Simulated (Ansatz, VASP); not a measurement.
Cr: VASP beside Ansatz

```
Cr
1.0
     2.71400    0.00000    0.00000
    -1.35700    2.35039    0.00000
     0.00000    0.00000    4.41000
Cr
2
Direct
  0.66667 0.33333 0.75000
  0.33333 0.66667 0.25000
```

Alike in both runs: functional LDA; k mesh 11 × 11 × 6; occupations fermi-dirac, width 0.05 eV; collinear spin.

|  | VASP | Ansatz |
| --- | --- | --- |
| version | VASP 6.6.1 | Ansatz 0.2.0 |
| potentials or method | VASP PAW LDA potentials, release 64 (Cr_pv), cutoff 520 eV | all-electron LAPW, scalar-relativistic |
| task | single point | band structure |

VASP gave:

| Property | Result |
| --- | --- |
| gap on the k mesh at the Fermi level (eV) | none |
| net moment per atom (μB) | 0.24 |
| size of the moment on the site where the two differ most (μB) | 0.22 |

Task: What did Ansatz give for the same quantities?

Result: gap on the k mesh at the Fermi level (eV): none; net moment per atom (μB): 0.55; size of the moment on the site where the two differ most (μB): 0.53.

The net moments are unlike, so the other rows may belong to different states. LDA's correlation is that of Perdew and Zunger in VASP and of Perdew and Wang (1992) in Ansatz. Site moments also hang on the region over which each program counts them. A gap of «none» marks a metal or a gap that the smearing closes. Ansatz ran all-electron here, and VASP with PAW potentials.
